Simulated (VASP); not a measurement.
SiC, 2 atoms in the cell. The structure is orthorhombic, space group Imm2 (No. 44). The conventional cell has a = 3.132 Å, b = 3.132 Å, c = 4.430 Å, α = 90.00°, β = 90.00°, γ = 90.00°. Si (site symmetry mm2) has 4 C at 1.88 to 1.96 Å within 2.5 Å. C (site symmetry mm2) has 4 Si at 1.88 to 1.96 Å within 2.5 Å. 

```yaml
Program: VASP 6.6.1
Task: single point
Functional: PBEsol
Potentials_or_basis: VASP PAW PBE potentials, release 64 (Si, C)
Cutoff: 520 eV
k_mesh: 10 × 10 × 10
Occupations: gaussian, width 0.05 eV
Spin: no spin polarisation
Dipole_correction: no
Further_INCAR_settings: ALGO = Normal; EDIFF = 1e-06; NBANDS = 11
```

Potentials or basis: VASP PAW PBE potentials, release 64 (Si, C).

The run is started by

```console
$ cat potpaw_PBE.64/Si/POTCAR potpaw_PBE.64/C/POTCAR > POTCAR
$ mpirun -np 1 vasp_std > vasp.out
```

Hardware: 1 thread of Intel(R) Xeon(R) Platinum 8488C (Sapphire Rapids), with other jobs on the host.

Question: Estimate the wall time of this run.

Answer: Run time: 16 s on 1 thread of Intel(R) Xeon(R) Platinum 8488C (Sapphire Rapids), on a shared host, peak memory 0.16 GiB. Counts: scf iterations 12, k points 171.
